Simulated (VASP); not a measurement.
A run of VASP 6.6.1 is set up as follows.

Contents of INCAR:

```
SYSTEM = SrCl
PREC     = Accurate       ! precision mode
ENCUT    = 520            ! plane-wave cutoff, eV
EDIFF    = 1E-6           ! SCF threshold, eV
ISMEAR   = 0              ! smearing method
SIGMA    = 0.1            ! smearing width, eV
LREAL    = .False.        ! projectors in reciprocal space
LASPH    = .True.         ! aspherical terms in the spheres
NELM     = 80             ! most SCF steps
ALGO     = Normal         ! electronic algorithm
ISIF     = 2              ! what is computed and relaxed
LWAVE    = .False.        ! write WAVECAR
LCHARG   = .False.        ! write CHGCAR
GGA      = PS             ! functional
NBANDS   = 16             ! bands
```

The input KPOINTS:

```
regular mesh
0
Gamma
  6 6 6
  0 0 0
```

File POSCAR:

```
SrCl
1.0
    0.0000000000      2.7428336831      2.7428336831
    2.7428336831      0.0000000000      2.7428336831
    2.7428336831      2.7428336831      0.0000000000
Sr Cl
1 1
Direct
    0.5000000000      0.5000000000      0.5000000000
    0.0000000000      0.0000000000      0.0000000000
```

Potentials or basis: VASP PAW PBE potentials, release 64 (Sr_sv, Cl).

The run is started by

```sh
$ cat potpaw_PBE.64/Sr_sv/POTCAR potpaw_PBE.64/Cl/POTCAR > POTCAR
$ mpirun -np 1 vasp_std > vasp.out
```

Problem. Predict the band gap on the k mesh.

Solution. Zero (an odd number of electrons rules out a gap without spin polarisation).

Problem. What does it give for the pressure?

Solution. 14.1 GPa.

Caveat: the cell stands under pressure; the PAW data sets were made with another functional, which shifts forces and pressure a little; an odd number of electrons without spin polarisation forces a metal; a magnetic or distorted state may lie lower.
